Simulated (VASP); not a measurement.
A run of VASP 6.6.1:

File INCAR:

```
PREC = Accurate ; ENCUT = 500
EDIFF = 1E-6 ; ISMEAR = -1
SIGMA = 0.05 ; LREAL = F
LASPH = T ; NELM = 120
ALGO = Normal ; ISIF = 2
LWAVE = F ; LCHARG = F
GGA = PS ; NBANDS = 16
GGA_COMPAT = F
```

Contents of KPOINTS:

```
Automatic mesh
0
Gamma
  6 6 7
```

File POSCAR:

```
AlSn
1.0
    4.2400866719      0.0000000000      0.0000000000
   -2.1200433359      3.6720227720      0.0000000000
    0.0000000000      0.0000000000      3.3068470000
Sn Al
1 1
Direct
    0.3333333333      0.6666666667      0.5000000000
    0.0000000000      0.0000000000      0.0000000000
```

Potentials or basis: VASP PAW PBE potentials, release 64 (Sn_d, Al).

Run with:

```sh
$ cat potpaw_PBE.64/Sn_d/POTCAR potpaw_PBE.64/Al/POTCAR > POTCAR
$ mpirun -np 1 vasp_std > vasp.out
```

Hardware: 1 thread of Intel(R) Xeon(R) Platinum 8259CL CPU @ 2.50GHz (Skylake/Cascade Lake) (shared host).

Task: How long does it take, and how much memory?

Result: Wall time 11 s on 1 thread of Intel(R) Xeon(R) Platinum 8259CL CPU @ 2.50GHz (Skylake/Cascade Lake) (shared host), peak memory 0.17 GiB. Counts: scf iterations 10, k points 28.
